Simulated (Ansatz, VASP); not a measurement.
Two plane-wave programs on BaH6Rh

```
Ba H Rh
1.0
     0.00000    4.10871    4.10871
     4.10871    0.00000    4.10871
     4.10871    4.10871    0.00000
Ba H Rh
1 6 1
Direct
  0.50000 0.50000 0.50000
  0.79970 0.20030 0.20030
  0.20030 0.79970 0.79970
  0.20030 0.79970 0.20030
  0.79970 0.20030 0.79970
  0.20030 0.20030 0.79970
  0.79970 0.79970 0.20030
  0.00000 0.00000 0.00000
```

Alike in both runs: functional PBE; k mesh 4 × 4 × 4; occupations gaussian, width 0.1 eV; no spin polarisation.

Ansatz relaxed the structure, and its values are those at the end. VASP's run is a single point on that final structure, the one shown.

```csv
,VASP,Ansatz
version,VASP 6.6.1,Ansatz 0.2.0
potentials or method,"VASP PAW PBE potentials, release 64 (Ba_sv, H, Rh_pv), cutoff 520 eV","scalar-relativistic, plane waves, PAW"
valence electrons in the cell,31,33
```

```tsv
	VASP	Ansatz	Ansatz less VASP
gap on the k mesh at the Fermi level (eV)	none	none	-
pressure (GPa)	0.4	0.3	-0.10
rms of the force components (eV/Å)	0.025	0.009	-0.0155
```

A gap of «none» marks a metal or a gap that the smearing closes. VASP's potentials hold 31 valence electrons a cell and Ansatz's 33, so a difference there can come from the potentials and not from the codes.

Spin-orbit coupling is off throughout.
